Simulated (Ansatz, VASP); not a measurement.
NiO2 in VASP and in Ansatz

```
CELL_PARAMETERS angstrom
2.78334 0.00000 0.00000
-1.39167 2.37429 0.00000
0.00000 0.00000 10.84305
ATOMIC_POSITIONS crystal
Ni 0.00000 0.00000 0.00000
Ni 0.00000 0.00000 0.50000
O 0.66667 0.33333 0.08609
O 0.66667 0.33333 0.41391
O 0.33333 0.66667 0.91391
O 0.33333 0.66667 0.58609
```

Change from the starting cell: strain -0.0150 x Voigt [0, 1, 0, 0, 0, 0], atoms carried along.

Alike in both runs: task single point; functional PBEsol; k mesh 12 × 12 × 4; occupations gaussian, width 0.05 eV; no spin polarisation.

```csv
,VASP,Ansatz
version,VASP 6.6.1,Ansatz 0.2.0
potentials or method,"VASP PAW PBE potentials, release 64 (Ni, O), cutoff 520 eV","scalar-relativistic, plane waves, PAW"
valence electrons in the cell,44,60
```

Ansatz gave:

| Quantity | Value |
| --- | --- |
| gap on the k mesh at the Fermi level (eV) | 1.18 |
| least direct gap on the mesh (eV) | 1.43 |
| pressure (GPa) | 3.2 |
| traceless stress, the component that is largest in VASP (GPa) | 2.68 |
| rms of the force components (eV/Å) | 0.101 |

Q: Which values does VASP return?

A: gap on the k mesh at the Fermi level (eV): 1.16; least direct gap on the mesh (eV): 1.41; pressure (GPa): 3.8; traceless stress, the component that is largest in VASP (GPa): 2.82; rms of the force components (eV/Å): 0.133.

VASP's potentials were made for PBE, not for PBEsol. Atom by atom the forces differ by 0.033 eV/Å (rms over components). With one functional, cell and mesh, what is left measures potentials, basis and numerics. VASP's potentials hold 44 valence electrons a cell and Ansatz's 60, so a difference there can come from the potentials and not from the codes.
